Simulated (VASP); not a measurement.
Runs of VASP 6.6.1 on Ge. The structure is that of space group P6_3/mmc (No. 194), or close to it. The cells are those of the table. 

| cell | gap on the mesh (eV) | pressure (GPa) | largest force (eV/Å) |
| --- | --- | --- | --- |
| a = 3.925, b = 3.925, c = 6.480 Å, angles 90.0, 90.0, 120.0°, 4 atoms | none | 4.0 | 0.02 |
| a = 3.962, b = 3.962, c = 6.540 Å, angles 90.0, 90.0, 120.0°, 4 atoms | none | (a) | 0.01 |
| a = 4.067, b = 4.067, c = 6.715 Å, angles 90.0, 90.0, 120.0°, 4 atoms | - | -3.1 | 0.02 |
| a = 3.888, b = 3.888, c = 6.418 Å, angles 90.0, 90.0, 120.0°, 4 atoms | none | (b) | 0.04 |
| a = 3.998, b = 3.998, c = 6.599 Å, angles 90.0, 90.0, 120.0°, 4 atoms | 0.10 | -0.1 | - |
| a = 4.101, b = 4.101, c = 6.771 Å, angles 90.0, 90.0, 120.0°, 4 atoms | - | -4.3 | 0.03 |
| a = 4.033, b = 4.033, c = 6.658 Å, angles 90.0, 90.0, 120.0°, 4 atoms | 0.15 | -1.7 | 0.01 |

Alike in all rows: task single point; level PBEsol; potentials or basis VASP PAW PBE potentials, release 64 (Ge_d); no spin polarisation; k mesh 7 × 7 × 4; cutoff (eV) 520; smearing fermi-dirac 0.1 eV.

Question: Estimate the missing entries.

Answer: (a) 1.8; (b) 6.7.

Caveats: the PAW data sets were made with another functional, which shifts forces and pressure a little.

A k mesh can miss the band edges, and the runs leave out spin-orbit coupling on Ge.

A gap of «none» marks levels without a gap at the run's occupations.
